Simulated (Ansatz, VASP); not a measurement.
# Pd in VASP and in Ansatz

INCAR

```
ALGO = Normal ; EDIFF = 1E-7
EDIFFG = -0.04 ; ENCUT = 500
GGA = PS ; GGA_COMPAT = F
IBRION = 2 ; ISIF = 3
ISMEAR = 0 ; LASPH = T
LCHARG = F ; LREAL = F
LWAVE = F ; NELM = 120
NELMIN = 4 ; NSW = 90
PREC = Accurate ; SIGMA = 0.1
```

File KPOINTS:

```
k-points
0
Gamma
  9 9 9
```

POSCAR

```
Pd
1.0
    1.3610687453      0.7858134065      6.7965647420
   -1.3610687453      0.7858134065      6.7965647420
    0.0000000000     -1.5716268129      6.7965647420
Pd
3
Direct
    0.0000000000      0.0000000000      0.0000000000
    0.2224357367      0.2224357367      0.2224357367
    0.7775642633      0.7775642633      0.7775642633
```

Input for Ansatz:

```yaml
crystal:
  lattice:
    - [1.3610687453, 0.7858134065, 6.796564742]
    - [-1.3610687453, 0.7858134065, 6.796564742]
    - [0.0, -1.5716268129, 6.796564742]
  atoms:
    - { symbol: Pd, position: [0.0, 0.0, 0.0] }
    - { symbol: Pd, position: [0.2224357367, 0.2224357367, 0.2224357367] }
    - { symbol: Pd, position: [0.7775642633, 0.7775642633, 0.7775642633] }
basis:
  ecutwfc: 420
kpoints:
  mp_grid: { grid: [9, 9, 9] }
hamiltonian:
  xc: pbesol
scf:
  occupations: { method: gaussian, width: 0.1 }
  lower_state_search: "off"
output:
  forces: true
  stress: true
  eigenvalues: true
relax:
  adjacent_minimum: "off"
  f_tol: 0.04
  max_steps: 70
  cell: { stress_tol: 0.4 }
```

Alike in both runs: task relaxation of cell and atoms; functional PBEsol; k mesh 9 × 9 × 9; occupations gaussian, width 0.1 eV; no spin polarisation.

|  | VASP | Ansatz |
| --- | --- | --- |
| version | VASP 6.6.1 | Ansatz 0.2.0 |
| potentials or method | VASP PAW PBE potentials, release 64 (Pd), cutoff 500 eV | scalar-relativistic, plane waves, PAW |
| valence electrons in the cell | 30 | 54 |

```csv
,VASP,Ansatz,Ansatz less VASP
"gap on the k mesh at the Fermi level, each at its own relaxed structure (eV)",none,none,-
relaxed volume (Å³/atom),14.55,14.59,+0.038
relaxed cell length with the largest relative difference (Å),6.934,6.951,+0.0164
```

VASP's potentials were made for PBE, not for PBEsol. A gap of «none» marks a metal or a gap that the smearing closes. VASP's potentials hold 30 valence electrons a cell and Ansatz's 54, so a difference there can come from the potentials and not from the codes.
